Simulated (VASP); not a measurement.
# Be in VASP: further runs, part 2 of 2

VASP 6.6.1. Earlier steps stand in the parts before.

## (6) Single point, PBEsol (atoms moved at random)

File INCAR:

```
  PREC = Accurate
  ENCUT = 520
  EDIFF = 1E-6
  ISMEAR = -1
  SIGMA = 0.05
  LREAL = F
  LASPH = T
  NELM = 60
  ALGO = Normal
  ISIF = 2
  LWAVE = F
  LCHARG = F
  GGA = PS
  NBANDS = 9
```

File KPOINTS:

```
Automatic mesh
0
Gamma
  13 13 8
```

File POSCAR:

```
Be
1.0
    2.2853000000      0.0000000000      0.0000000000
   -1.1426500000      1.9791278553      0.0000000000
    0.0000000000      0.0000000000      3.5842000000
Be
2
Direct
    0.6882380000      0.3384440000      0.7501790000
    0.3173940000      0.6567560000      0.2585440000
```

Potentials or basis: VASP PAW PBE potentials, release 64 (Be).

On the command line:

```bash
cat potpaw_PBE.64/Be/POTCAR > POTCAR
mpirun -np 1 vasp_std > vasp.out
```

OUTCAR:

```text
PREC = Accurate
   ENCUT = 520
   EDIFF = 1E-6
   ISMEAR = -1
   LREAL = F
   LASPH = T
   NELM = 60
   ISIF = 2
   GGA = PS

 ion  position               nearest neighbor table
   1  0.688  0.338  0.750-   2 2.16   2 2.21   2 2.22   2 2.23   2 2.27   2 2.28
   2  0.317  0.657  0.259-   1 2.16   1 2.21   1 2.22   1 2.23   1 2.27   1 2.28

  LATTYP: Found a hexagonal cell.
 ALAT       =     2.2853000000
 C/A-ratio  =     1.5683717674

  Lattice vectors:

 A1 = (   2.2853000000,   0.0000000000,   0.0000000000)
 A2 = (  -1.1426500000,   1.9791278553,   0.0000000000)
 A3 = (   0.0000000000,   0.0000000000,   3.5842000000)

Analysis of symmetry for initial positions (statically):
=====================================================================
 Subroutine PRICEL returns:
 Original cell was already a primitive cell.

 Routine SETGRP: Setting up the symmetry group for a
 hexagonal supercell.

 Subroutine GETGRP returns: Found  2 space group operations
 (whereof  1 operations were pure point group operations)
 out of a pool of 24 trial point group operations.

The static configuration has the point symmetry C_1 .
 The point group associated with its full space group is S_2 .

Analysis of symmetry for dynamics (positions and initial velocities):
=====================================================================
 Subroutine PRICEL returns:
 Original cell was already a primitive cell.

 Routine SETGRP: Setting up the symmetry group for a
 hexagonal supercell.

 Subroutine GETGRP returns: Found  2 space group operations
 (whereof  1 operations were pure point group operations)
 out of a pool of 24 trial point group operations.

The dynamic configuration has the point symmetry C_1 .
 The point group associated with its full space group is S_2 .

 Subroutine INISYM returns: Found  2 space group operations
 (whereof  1 operations are pure point group operations),
 and found     1 'primitive' translations

[... 110 lines left out ...]
   EFERMI_NEDOS =   21; number of points for ismear=-14 and -15
   IALGO  =     38    algorithm
   IMIX   =      4    mixing-type and parameters
     AMIX     =   0.40;   BMIX     =  1.00
     AMIX_MAG =   1.60;   BMIX_MAG =  1.00
  volume/ion in A,a.u.               =       8.11        54.70
  Fermi-wavevector in a.u.,A,eV,Ry     =   1.026814  1.940397 14.345258  1.054347
  Thomas-Fermi vector in A             =   2.160726
   LORBIT       =      0    0 simple, 1 ext, 2 COOP (PROOUT), +10 PAW based schemes
   GGA     = PS    functional components
   LHFCALC =     F    Hartree Fock is set to
   AEXX    =    0.0000 exact exchange contribution
   IVDW    =     0    specifies the selected vdW correction
   LEPSILON=     F    determine dielectric tensor
   LRPA    =     F    only Hartree local field effects (RPA)
 non-spin polarized calculation
  energy-cutoff  :      520.00
  volume of cell :       16.21
 maximum number of plane-waves:       454
 NGX is ok and might be reduce to    18
   NGX =  9   NGY =  9   NGZ = 13

 number of electron       4.0000000 magnetization

 Free energy of the ion-electron system (eV)
  ---------------------------------------------------
  ext. energy  EPLUGINS =         0.00000000
  ---------------------------------------------------
  free energy    TOTEN  =        -7.97474378 eV

  energy without entropy =       -7.97370290  energy(sigma->0) =       -7.97422334

 E-fermi :   6.6396     XC(G=0): -10.5260

 val. band max:        6.6013359436   @ k =   0.2308   0.1538   0.0000
 cond. band min:       6.7784787220   @ k =  -0.1538   0.4615   0.0000
 fundamental gap:      0.1771427783
 Fermi energy:         6.6396242386

 k-point     1 :       0.0000    0.0000    0.0000
  band No.  band energies     occupation
      1      -4.3941      2.00000
      2       2.4795      2.00000
      3       7.9200      0.00000
      4      22.2028      0.00000
      5      22.6702      0.00000
      6      24.8608      0.00000
      7      25.5998      0.00000
      8      27.4408      0.00000
      9      33.4141      0.00000
[... 265 lines left out ...]
 k-point    24 :      -0.0769    0.2308    0.0000
  band No.  band energies     occupation
      1      -3.2178      2.00000
      2       3.9992      2.00000
      3       8.2196      0.00000
      4      16.5544      0.00000
      5      18.2027      0.00000
      6      24.3974      0.00000
      7      24.6449      0.00000
      8      25.0341      0.00000
      9      28.5646      0.00000

 [... further k-points ...]
[... 5 lines left out ...]
  --------------------------------------------------------------------------------------
  -------------------------------------------------------------------------------------
  Total       -0.2607498     -0.3878836     -0.3591270      0.1445514     -0.0131746     -0.0283921
  in kB      -25.7706447    -38.3356357    -35.4935453     14.2864214     -1.3020840     -2.8060734
  external PRESSURE =     -33.1999419 kB  Pullay stress =       0.0000000 kB

 VOLUME and BASIS-vectors are now :
 -----------------------------------------------------------------------------
  energy-cutoff  :      520.00
  volume of cell :       16.21
      direct lattice vectors                 reciprocal lattice vectors
     2.285300000  0.000000000  0.000000000     0.437579311  0.252636533  0.000000000
    -1.142650000  1.979127855  0.000000000     0.000000000  0.505273066  0.000000000
     0.000000000  0.000000000  3.584200000     0.000000000  0.000000000  0.279002288

 POSITION                                       TOTAL-FORCE (eV/Angst)
 -----------------------------------------------------------------------------------
      1.18611      0.66982      2.68879        -0.256160     -0.118391      0.229798
     -0.02510      1.29980      0.92667         0.256160      0.118391     -0.229798
 -----------------------------------------------------------------------------------
    total drift:                                0.000000     -0.000000      0.000000

  FREE ENERGIE OF THE ION-ELECTRON SYSTEM (eV)
  ---------------------------------------------------
  free  energy   TOTEN  =        -7.9747437760 eV

  energy  without entropy=       -7.9737029022  energy(sigma->0) =       -7.97422334
```

stdout:

```text
POSCAR found type information on POSCAR Be
 POSCAR found :  1 types and       2 ions
 scaLAPACK will be used
 -----------------------------------------------------------------------------
|                                                                             |
|                                                                             |
|     You enforced a specific xc type in the INCAR file but a different       |
|     I HOPE YOU KNOW WHAT YOU ARE DOING!                                     |
|                                                                             |
 -----------------------------------------------------------------------------

 LDA part: xc-table for (Slater+PW92), standard interpolation
 POSCAR, INCAR and KPOINTS ok, starting setup
 FFT: planning ... GRIDC
 FFT: planning ... GRID_SOFT
 FFT: planning ... GRID
 WAVECAR not read
 entering main loop
```

It took 90 s on 1 thread of Intel Xeon 8259CL, shared host; peak memory 0.19 GiB.

What came out:

```yaml
Free_energy: -7.9747 eV
Pressure: -3.3 GPa
Largest_force: 0.364 eV/Å
Band_gap_on_the_k_mesh: zero (bands 2 and 3 overlap by 1.68 eV)
```

Forces on the atoms (eV/Å):
```
Be  -0.256 -0.118  0.230
Be   0.256  0.118 -0.230
```

Levels at points of the mesh, in eV from the Fermi level:
```csv
k point,band 1,band 2,band 3,band 4,band 5,band 6,band 7
"(0.00, 0.00, 0.00)",-11.03,-4.16,1.28,15.56,16.03,18.22,18.96
"(0.00, 0.00, 0.50)",-8.95,-8.82,10.53,11.05,17.26,17.38,17.47
```

Caveat: the cell differs from its parent crystal (atoms moved at random); the cell stands under tension; the PAW data sets were made with another functional, which shifts forces and pressure a little.

## (7) Overview

| cell | gap on the mesh (eV) | pressure (GPa) |
| --- | --- | --- |
| a = 2.270, b = 2.270, c = 3.560 Å, angles 90.0, 90.0, 120.0°, 2 atoms, atomic positions A | none | -1.2 |
| a = 2.300, b = 2.300, c = 3.608 Å, angles 90.0, 90.0, 120.0°, 2 atoms, atomic positions A | none | -5.7 |
| a = 2.315, b = 2.315, c = 3.631 Å, angles 90.0, 90.0, 120.0°, 2 atoms, atomic positions A | none | -7.6 |
| a = 2.330, b = 2.330, c = 3.654 Å, angles 90.0, 90.0, 120.0°, 2 atoms, atomic positions A | none | -9.4 |
| a = 2.285, b = 2.285, c = 3.584 Å, angles 90.0, 90.0, 120.0°, 2 atoms, atomic positions B | none | -3.3 |

Alike in all rows: task single point; level PBEsol; potentials or basis VASP PAW PBE potentials, release 64 (Be); no spin polarisation; k mesh 13 × 13 × 8; cutoff (eV) 520; smearing fermi-dirac 0.05 eV.

Caveats: the PAW data sets were made with another functional, which shifts forces and pressure a little; the cell stands under tension (at least some runs).

Absolute energies hang on the potentials; compare differences alone.
